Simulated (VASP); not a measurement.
Write the native input for VASP 6.6.1 that does the following.

```
Task                   : single point
Functional             : r2SCAN
Potentials or basis    : VASP PAW PBE potentials, release 64 (W_sv, Sb)
Cutoff                 : 520 eV
k mesh                 : 10 × 10 × 10
Occupations            : gaussian, width 0.05 eV
Spin                   : no spin polarisation
Dipole correction      : no
Further INCAR settings : ALGO = Normal; EDIFF = 1e-06; NBANDS = 16
```

The system is SbW.

```
W Sb
1.0
     0.00000    3.01252    3.01252
     3.01252    0.00000    3.01252
     3.01252    3.01252    0.00000
W Sb
1 1
Direct
  0.00000 0.00000 0.00000
  0.25000 0.25000 0.25000
```

The input as run:

POSCAR

```
SbW
1.0
    0.0000000000      3.0125177469      3.0125177469
    3.0125177469      0.0000000000      3.0125177469
    3.0125177469      3.0125177469      0.0000000000
W Sb
1 1
Direct
    0.0000000000      0.0000000000      0.0000000000
    0.2500000000      0.2500000000      0.2500000000
```

INCAR.step1

```
  PREC = Accurate
  ENCUT = 520
  ISMEAR = 0
  SIGMA = 0.05
  LREAL = F
  LASPH = T
  NELM = 100
  NBANDS = 16
  GGA = PE
  ALGO = Normal
  EDIFF = 1E-4
  LWAVE = T
  LCHARG = F
```

INCAR.step2

```
  PREC = Accurate
  ENCUT = 520
  EDIFF = 1E-6
  ISMEAR = 0
  SIGMA = 0.05
  LREAL = F
  LASPH = T
  NELM = 100
  ALGO = Normal
  ISIF = 2
  LWAVE = F
  LCHARG = F
  METAGGA = R2SCAN
  LMIXTAU = T
  NBANDS = 16
  ISTART = 1
```

KPOINTS

```
regular mesh
0
Gamma
  10 10 10
```

Potentials or basis: VASP PAW PBE potentials, release 64 (W_sv, Sb).

Run with:

```bash
$ cat potpaw_PBE.64/W_sv/POTCAR potpaw_PBE.64/Sb/POTCAR > POTCAR
$ cp INCAR.step1 INCAR
$ mpirun -np 1 vasp_std > vasp.out
$ cp INCAR.step2 INCAR
$ mpirun -np 1 vasp_std > vasp.out
```

It gave:

```
Pressure               : 4.3 GPa
Band gap on the k mesh : zero (an odd number of electrons rules out a gap without spin polarisation)
```

Caveat: the cell stands under pressure; the PAW data sets were made with another functional, which shifts forces and pressure a little; spin-orbit coupling is left out, which moves the levels of the heavy elements.

It took 84 s on 1 thread of Intel(R) Xeon(R) Platinum 8259CL CPU @ 2.50GHz (Skylake/Cascade Lake) (shared host), peak memory 0.21 GiB.
